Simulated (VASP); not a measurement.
Write the native input for VASP 6.6.1 that does the following.

- Task: single point
- Functional: PBE
- Potentials or basis: VASP PAW PBE potentials, release 64 (Sr_sv, Al, O)
- Cutoff: 520 eV
- k mesh: 6 × 6 × 4
- Occupations: gaussian, width 0.1 eV
- Spin: collinear spin, ferromagnetic start
- Starting moments: [0.0, 0.0, 0.0, 1.0] μB
- Dipole correction: no
- Further INCAR settings: ALGO = Normal; EDIFF = 1e-07; NBANDS = 26

The structure of Sr2AlO lies in POSCAR:

```
Sr2AlO
1.0
    4.9889408400      0.0000000000      0.0000000000
   -2.4944704200      4.3205495100      0.0000000000
    0.0000000000      0.0000000000      4.7860650500
Sr Al O
2 1 1
Direct
    0.3333333300      0.6666666700      0.9218877700
    0.6666666700      0.3333333300      0.9218877700
    0.0000000000      0.0000000000      0.6120277500
    0.0000000000      0.0000000000      0.8995459000
```

These files were run (other wordings do the same):

INCAR

```
SYSTEM = Sr2AlO
PREC     = Accurate       ! precision mode
ENCUT    = 520            ! plane-wave cutoff, eV
EDIFF    = 1E-7           ! SCF threshold, eV
ISMEAR   = 0              ! smearing method
SIGMA    = 0.1            ! smearing width, eV
LREAL    = .FALSE.        ! projectors in reciprocal space
LASPH    = .TRUE.         ! aspherical terms in the spheres
NELM     = 150            ! most SCF steps
ALGO     = Normal         ! electronic algorithm
ISIF     = 2              ! what is computed and relaxed
LWAVE    = .FALSE.        ! write WAVECAR
LCHARG   = .FALSE.        ! write CHGCAR
ISPIN    = 2              ! spin polarisation
MAGMOM   = 0 0 0 1        ! initial moments
LORBIT   = 11             ! projections on sites
GGA      = PE             ! functional
NBANDS   = 26             ! bands
```

KPOINTS

```
Automatic mesh
0
G
  6 6 4
  0 0 0
```

Potentials or basis: VASP PAW PBE potentials, release 64 (Sr_sv, Al, O).

Command:

```bash
$ cat potpaw_PBE.64/Sr_sv/POTCAR potpaw_PBE.64/Al/POTCAR potpaw_PBE.64/O/POTCAR > POTCAR
$ mpirun -np 1 vasp_std > vasp.out
```

Results of the run:

| Quantity | Value |
| --- | --- |
| Pressure | 18.9 GPa |
| Largest force | 24.146 eV/Å |
| Net moment | 0.00 μB per cell |
| Valence electrons inside the program's atomic spheres | Sr 8.15; Al 1.09; O 5.22 |

Caveat: forces of over 1 eV/Å act on the atoms, so gaps and moduli don't describe the material at rest.

It took 2.1 min on 1 thread of AMD EPYC 9R14 (Zen 4), on a shared host, peak memory 0.29 GiB.
